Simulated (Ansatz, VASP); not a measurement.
# KF: VASP beside Ansatz

```
CELL_PARAMETERS angstrom
0.17538 2.67350 2.67350
2.84888 0.00000 2.84888
2.67350 2.67350 0.17538
ATOMIC_POSITIONS crystal
K 0.00000 0.00000 0.00000
F 0.50000 0.50000 0.50000
```

Change from the starting cell: strain +0.1312 x Voigt [0, 0, 0, 0, 1, 0], atoms carried along.

Alike in both runs: task single point; functional r2SCAN; k mesh 8 × 8 × 8; occupations gaussian, width 0.05 eV; no spin polarisation.

```csv
,VASP,Ansatz
version,VASP 6.6.1,Ansatz 0.2.0
potentials or method,"VASP PAW PBE potentials, release 64 (K_sv, F), cutoff 520 eV","scalar-relativistic, plane waves, PAW"
valence electrons in the cell,16,16
```

|  | VASP | Ansatz | Ansatz less VASP |
| --- | --- | --- | --- |
| gap on the k mesh at the Fermi level (eV) | 6.72 | 6.72 | +0.001 |
| least direct gap on the mesh (eV) | 6.72 | 6.72 | +0.001 |
| pressure (GPa) | -0.7 | -0.7 | +0.04 |
| traceless stress, the component that is largest in VASP (GPa) | -1.72 | -1.73 | -0.010 |

VASP's potentials were made for PBE, not for r2SCAN. With one functional, cell and mesh, what is left measures potentials, basis and numerics.
